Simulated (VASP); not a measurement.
# Cu (I4/mmm) in VASP: a series of runs

Cu is run at these levels: r2SCAN; tasks: single point.

Program: VASP 6.6.1. These are calculated values, not measurements. Logs are shortened: lines on timing, memory, paths and dates and some standing lists are left out, and cuts for length are marked.

## Step 1: The cell of the first run

It takes space group I4/mmm (No. 139, tetragonal). Conventional cell: a = 3.030 Å, b = 3.030 Å, c = 2.683 Å, α = 90.00°, β = 90.00°, γ = 90.00°. Within 3.3 Å of Cu (site symmetry 4/mmm) lie 14 Cu at 2.53 to 3.03 Å.

## Step 2: Single point, r2SCAN (strain +0.050 along x and y, -0.025 along z)

File POSCAR:

```
Cu
1.0
   -1.5149329860      1.5149329860      1.3416794138
    1.5149329860     -1.5149329860      1.3416794138
    1.5149329860      1.5149329860     -1.3416794138
Cu
1
Direct
    0.0000000000      0.0000000000      0.0000000000
```

File INCAR.step1:

```
PREC = Accurate
ENCUT = 520
ISMEAR = 0
SIGMA = 0.15
LREAL = F
LASPH = T
NELM = 100
NBANDS = 12
GGA = PE
ALGO = Normal
EDIFF = 1E-4
LWAVE = T
LCHARG = F
```

File INCAR.step2:

```
PREC = Accurate
ENCUT = 520
EDIFF = 1E-7
ISMEAR = 0
SIGMA = 0.15
LREAL = F
LASPH = T
NELM = 100
ALGO = Normal
ISIF = 2
LWAVE = F
LCHARG = F
METAGGA = R2SCAN
LMIXTAU = T
NBANDS = 12
ISTART = 1
```

File KPOINTS:

```
regular mesh
0
Gamma
  24 24 24
```

Potentials or basis: VASP PAW PBE potentials, release 64 (Cu).

The run is started by

```sh
cat potpaw_PBE.64/Cu/POTCAR > POTCAR
cp INCAR.step1 INCAR
mpirun -np 1 vasp_std > vasp.out
cp INCAR.step2 INCAR
mpirun -np 1 vasp_std > vasp.out
```

OUTCAR:

```text
PREC = Accurate
   ENCUT = 520
   EDIFF = 1E-7
   ISMEAR = 0
   LREAL = F
   LASPH = T
   NELM = 100
   ISIF = 2
   METAGGA = R2SCAN
   ISTART = 1

 ion  position               nearest neighbor table
   1  0.000  0.000  0.000-

  LATTYP: Found a body centered tetragonal cell.
 ALAT       =     3.0298659720
 C/A-ratio  =     0.8856361477

  Lattice vectors:

 A1 = (  -1.5149329860,   1.5149329860,   1.3416794138)
 A2 = (   1.5149329860,  -1.5149329860,   1.3416794138)
 A3 = (   1.5149329860,   1.5149329860,  -1.3416794138)

Analysis of symmetry for initial positions (statically):
=====================================================================
 Subroutine PRICEL returns:
 Original cell was already a primitive cell.

 Routine SETGRP: Setting up the symmetry group for a
 body centered tetragonal supercell.

 Subroutine GETGRP returns: Found 16 space group operations
 (whereof 16 operations were pure point group operations)
 out of a pool of 16 trial point group operations.

The static configuration has the point symmetry D_4h.

Analysis of symmetry for dynamics (positions and initial velocities):
=====================================================================
 Subroutine PRICEL returns:
 Original cell was already a primitive cell.

 Routine SETGRP: Setting up the symmetry group for a
 body centered tetragonal supercell.

 Subroutine GETGRP returns: Found 16 space group operations
 (whereof 16 operations were pure point group operations)
 out of a pool of 16 trial point group operations.

The dynamic configuration has the point symmetry D_4h.

 Subroutine INISYM returns: Found 16 space group operations
 (whereof 16 operations are pure point group operations),
 and found     1 'primitive' translations

----------------------------------------------------------------------------------------

                                     Primitive cell

  volume of cell :      12.3167

  direct lattice vectors                    reciprocal lattice vectors
    -1.514932986  1.514932986  1.341679414     0.000000000  0.330047603  0.372667267
     1.514932986 -1.514932986  1.341679414     0.330047603  0.000000000  0.372667267
     1.514932986  1.514932986 -1.341679414     0.330047603  0.330047603  0.000000000

  length of vectors
     2.527874117  2.527874117  2.527874117     0.497807505  0.497807505  0.466757796

  position of ions in fractional coordinates (direct lattice)
     0.000000000  0.000000000  0.000000000

[... 76 lines left out ...]
   LREAL  =      F    real-space projection
   EDIFFG = 0.1E-05   stopping-criterion for IOM
   NSW    =      0    number of steps for IOM
   IBRION =     -1    ionic relax: 0-MD 1-quasi-New 2-CG
   NFREE  =      0    steps in history (QN), initial steepest desc. (CG)
   ISIF   =      2    stress and relaxation
   ISYM   =      2    0-nonsym 1-usesym 2-fastsym
   POTIM  = 0.5000    time-step for ionic-motion
   TEBEG  =    0.0;   TEEND  =   0.0 temperature during run
   PSTRESS=    0.0 pullay stress
   NELECT =      11.0000    total number of electrons
   NUPDOWN=      -1.0000    fix difference up-down
   EMIN   =  10.00;   EMAX   =-10.00  energy-range for DOS
   EFERMI =   0.00;   METHOD = LEGACY
   ISMEAR =     0;   SIGMA  =   0.15  broadening in eV -4-tet -1-fermi 0-gaus
   EFERMI_NEDOS =   21; number of points for ismear=-14 and -15
   IALGO  =     38    algorithm
   IMIX   =      4    mixing-type and parameters
     AMIX     =   0.40;   BMIX     =  1.00
     AMIX_MAG =   1.60;   BMIX_MAG =  1.00
  volume/ion in A,a.u.               =      12.32        83.12
  Fermi-wavevector in a.u.,A,eV,Ry     =   1.576548  2.979244 33.817329  2.485504
  Thomas-Fermi vector in A             =   2.677364
   LORBIT       =      0    0 simple, 1 ext, 2 COOP (PROOUT), +10 PAW based schemes
   METAGGA = R2SCAN    functional components
   LHFCALC =     F    Hartree Fock is set to
   AEXX    =    0.0000 exact exchange contribution
   IVDW    =     0    specifies the selected vdW correction
   LEPSILON=     F    determine dielectric tensor
   LRPA    =     F    only Hartree local field effects (RPA)
 non-spin polarized calculation
 Gauss-broadening in eV      SIGMA  =   0.15
  energy-cutoff  :      520.00
  volume of cell :       12.32
 maximum number of plane-waves:       347
   NGX =  9   NGY =  9   NGZ =  9

 number of electron      10.9999989 magnetization

 Free energy of the ion-electron system (eV)
  ---------------------------------------------------
  ext. energy  EPLUGINS =         0.00000000
  ---------------------------------------------------
  free energy    TOTEN  =       -10.76837807 eV

  energy without entropy =      -10.76382944  energy(sigma->0) =      -10.76610375

 E-fermi :   6.9031     XC(G=0): -13.4630

 val. band max:        6.8981789831   @ k =   0.5000   0.2500   0.0417
 cond. band min:       6.9033837927   @ k =   0.3333   0.0833   0.0833
 fundamental gap:      0.0052048096
 Fermi energy:         6.9030546635

 k-point     1 :       0.0000    0.0000    0.0000
  band No.  band energies     occupation
      1      -2.4411      2.00000
      2       3.5401      2.00000
      3       4.0083      2.00000
      4       4.0085      2.00000
      5       4.4472      2.00000
      6       4.9428      2.00000
      7      30.7536      0.00000
      8      30.7537      0.00000
      9      34.3905      0.00000
     10      34.7324      0.00000
     11      35.0519      0.00000
     12      35.9146      0.00000
[... 331 lines left out ...]
 k-point    24 :       0.4583    0.0417    0.0000
  band No.  band energies     occupation
      1       2.0072      2.00000
      2       2.9778      2.00000
      3       4.6685      2.00000
      4       5.0770      2.00000
      5       5.3562      2.00000
      6       6.8734      1.22015
      7      11.9200      0.00000
      8      23.1611      0.00000
      9      23.8165      0.00000
     10      28.0880      0.00000
     11      30.9196      0.00000
     12      39.5904      0.00000

 [... further k-points ...]
[... 5 lines left out ...]
  --------------------------------------------------------------------------------------
  -------------------------------------------------------------------------------------
  Total       -0.6832415     -0.6832415     -0.5878329      0.0000000      0.0000000      0.0000000
  in kB      -88.8769638    -88.8769638    -76.4660859      0.0000000      0.0000000      0.0000000
  external PRESSURE =     -84.7400045 kB  Pullay stress =       0.0000000 kB

 VOLUME and BASIS-vectors are now :
 -----------------------------------------------------------------------------
  energy-cutoff  :      520.00
  volume of cell :       12.32
      direct lattice vectors                 reciprocal lattice vectors
    -1.514932986  1.514932986  1.341679414     0.000000000  0.330047603  0.372667267
     1.514932986 -1.514932986  1.341679414     0.330047603  0.000000000  0.372667267
     1.514932986  1.514932986 -1.341679414     0.330047603  0.330047603  0.000000000

 POSITION                                       TOTAL-FORCE (eV/Angst)
 -----------------------------------------------------------------------------------
      0.00000      0.00000      0.00000         0.000000     -0.000000      0.000000
 -----------------------------------------------------------------------------------
    total drift:                                0.000000     -0.000000      0.000000

  FREE ENERGIE OF THE ION-ELECTRON SYSTEM (eV)
  ---------------------------------------------------
  free  energy   TOTEN  =       -10.7683780682 eV

  energy  without entropy=      -10.7638294374  energy(sigma->0) =      -10.76610375
```

OUTCAR.step1:

```text
PREC = Accurate
   ENCUT = 520
   ISMEAR = 0
   LREAL = F
   LASPH = T
[... 576 lines left out ...]

 POSITION                                       TOTAL-FORCE (eV/Angst)
 -----------------------------------------------------------------------------------
      0.00000      0.00000      0.00000        -0.000000      0.000000     -0.000000
 -----------------------------------------------------------------------------------
    total drift:                                0.000000     -0.000000      0.000000

  FREE ENERGIE OF THE ION-ELECTRON SYSTEM (eV)
  ---------------------------------------------------
  free  energy   TOTEN  =        -3.6903808325 eV

  energy  without entropy=       -3.6856765906  energy(sigma->0) =       -3.68802871
```

Run time: 14 min. Hardware: 1 thread of Intel Xeon 8259CL, shared host; peak memory 0.27 GiB.

What came out:

| Quantity | Value |
| --- | --- |
| Free energy | -10.7684 eV |
| Pressure | -8.5 GPa |
| Band gap on the k mesh | zero (an odd number of electrons rules out a gap without spin polarisation) |

Stress tensor (GPa, compression positive):
```
-8.89  0.00  0.00
 0.00 -8.89  0.00
 0.00  0.00 -7.65
```

Levels at points of the mesh, in eV from the Fermi level:
```tsv
k point	band 2	band 3	band 4	band 5	band 6	band 7	band 8	band 9	band 10	band 11
(0.00, 0.00, 0.00)	-3.36	-2.89	-2.89	-2.46	-1.96	23.85	23.85	27.49	27.83	28.15
(0.50, 0.00, 0.00)	-3.93	-2.21	-1.79	-1.45	-0.13	4.88	16.89	16.96	20.72	23.62
(0.50, 0.50, 0.00)	-3.36	-2.53	-2.17	-1.49	-1.08	3.51	20.24	20.56	23.87	26.47
(0.50, 0.50, 0.50)	-4.55	-1.63	-1.63	-1.51	6.97	6.97	11.82	12.49	13.10	17.98
```

Caveat: the cell differs from its parent crystal (strain +0.050 along x and y, -0.025 along z); the cell stands under tension; the PAW data sets were made with another functional, which shifts forces and pressure a little.

## Step 3: Single point, r2SCAN (strain +0.050 along x and y, +0.000 along z)

File POSCAR:

```
Cu
1.0
   -1.5149329860      1.5149329860      1.3760814500
    1.5149329860     -1.5149329860      1.3760814500
    1.5149329860      1.5149329860     -1.3760814500
Cu
1
Direct
    0.0000000000      0.0000000000      0.0000000000
```

File INCAR.step1:

```
SYSTEM = Cu
PREC     = Accurate       ! precision mode
ENCUT    = 520            ! plane-wave cutoff, eV
ISMEAR   = 0              ! smearing method
SIGMA    = 0.15           ! smearing width, eV
LREAL    = .FALSE.        ! projectors in reciprocal space
LASPH    = .TRUE.         ! aspherical terms in the spheres
NELM     = 80             ! most SCF steps
NBANDS   = 12             ! bands
GGA      = PE             ! functional
ALGO     = Normal         ! electronic algorithm
EDIFF    = 1E-4           ! SCF threshold, eV
LWAVE    = .TRUE.         ! write WAVECAR
LCHARG   = .FALSE.        ! write CHGCAR
```

File INCAR.step2:

```
SYSTEM = Cu
PREC     = Accurate       ! precision mode
ENCUT    = 520            ! plane-wave cutoff, eV
EDIFF    = 1E-7           ! SCF threshold, eV
ISMEAR   = 0              ! smearing method
SIGMA    = 0.15           ! smearing width, eV
LREAL    = .FALSE.        ! projectors in reciprocal space
LASPH    = .TRUE.         ! aspherical terms in the spheres
NELM     = 80             ! most SCF steps
ALGO     = Normal         ! electronic algorithm
ISIF     = 2              ! what is computed and relaxed
LWAVE    = .FALSE.        ! write WAVECAR
LCHARG   = .FALSE.        ! write CHGCAR
METAGGA  = R2SCAN         ! meta-GGA
LMIXTAU  = .TRUE.       
NBANDS   = 12             ! bands
ISTART   = 1
```

File KPOINTS:

```
Automatic mesh
0
G
  24 24 24
  0 0 0
```

Potentials or basis: VASP PAW PBE potentials, release 64 (Cu).

The run is started by

```sh
cat potpaw_PBE.64/Cu/POTCAR > POTCAR
cp INCAR.step1 INCAR
mpirun -np 1 vasp_std > vasp.out
cp INCAR.step2 INCAR
mpirun -np 1 vasp_std > vasp.out
```

Wall time 15 min (1 thread of Intel Xeon 8259CL, shared host); peak memory 0.27 GiB.

It converged, with:

| Item | Value |
| --- | --- |
| Free energy | -10.7501 eV |
| Pressure | -11.3 GPa |
| Band gap on the k mesh | zero (an odd number of electrons rules out a gap without spin polarisation) |

Stress tensor (GPa, compression positive):
```
-11.43   0.00   0.00
  0.00 -11.43   0.00
  0.00   0.00 -11.07
```

Levels at points of the mesh, in eV from the Fermi level:
```csv
k point,band 2,band 3,band 4,band 5,band 6,band 7,band 8,band 9,band 10,band 11
"(0.00, 0.00, 0.00)",-3.22,-2.86,-2.86,-2.32,-1.95,24.03,24.03,27.03,27.61,28.06
"(0.50, 0.00, 0.00)",-3.79,-2.15,-1.81,-1.42,-0.16,4.63,16.79,16.93,20.58,23.36
"(0.50, 0.50, 0.00)",-3.35,-2.39,-2.10,-1.46,-0.89,3.56,19.50,19.61,23.03,25.61
"(0.50, 0.50, 0.50)",-4.40,-1.60,-1.60,-1.50,7.18,7.18,10.92,12.55,13.12,16.99
```

Caveat: the cell differs from its parent crystal (strain +0.050 along x and y, +0.000 along z); the cell stands under tension; the PAW data sets were made with another functional, which shifts forces and pressure a little.
